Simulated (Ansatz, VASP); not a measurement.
# C: VASP beside Ansatz

INCAR

```
PREC = Accurate ; ENCUT = 520
EDIFF = 1E-8 ; ISMEAR = -1
SIGMA = 0.03 ; LREAL = False
LASPH = True ; NELM = 100
ALGO = Normal ; ISIF = 2
LWAVE = False ; LCHARG = False
LEFG = True ; NBANDS = 11
```

File KPOINTS:

```
regular mesh
0
Gamma
  16 16 16
```

POSCAR

```
C
1.0
    0.0000000000      1.7714305118      1.7714305118
    1.7714305118      0.0000000000      1.7714305118
    1.7714305118      1.7714305118      0.0000000000
C
2
Direct
    0.5000000000      0.5000000000      0.5000000000
    0.7500000000      0.7500000000      0.7500000000
```

Input for Ansatz:

```yaml
crystal:
  lattice:
    - [0.0, 1.7714305118, 1.7714305118]
    - [1.7714305118, 0.0, 1.7714305118]
    - [1.7714305118, 1.7714305118, 0.0]
  atoms:
    - { symbol: C, position: [0.5, 0.5, 0.5] }
    - { symbol: C, position: [0.75, 0.75, 0.75] }
kpoints:
  mp_grid: { grid: [16, 16, 16] }
scf:
  occupations: { method: fermi_dirac, width: 0.03 }
hamiltonian:
  xc: lda
  pseudopotentials: { kind: all_electron, datasets: crystal }
output:
  forces: true
  stress: true
  eigenvalues: true
  efg: { contact_densities: true }
```

Change from the starting cell: volume scaled by 0.98, crystal datasets.

Alike in both runs: task electric field gradients; functional LDA; k mesh 16 × 16 × 16; occupations fermi-dirac, width 0.03 eV; no spin polarisation.

|  | VASP | Ansatz |
| --- | --- | --- |
| version | VASP 6.6.1 | Ansatz 0.2.0 |
| potentials or method | VASP PAW LDA potentials, release 64 (C), cutoff 520 eV | all-electron PAW with datasets made for the crystal, scalar-relativistic |

|  | VASP | Ansatz | Ansatz less VASP |
| --- | --- | --- | --- |
| gap on the k mesh at the Fermi level (eV) | 4.15 | 4.15 | +0.006 |
| pressure (GPa) | -2.8 | -4.2 | -1.44 |

LDA's correlation is that of Perdew and Zunger in VASP and of Perdew and Wang (1992) in Ansatz. Ansatz ran all-electron here, and VASP with PAW potentials.
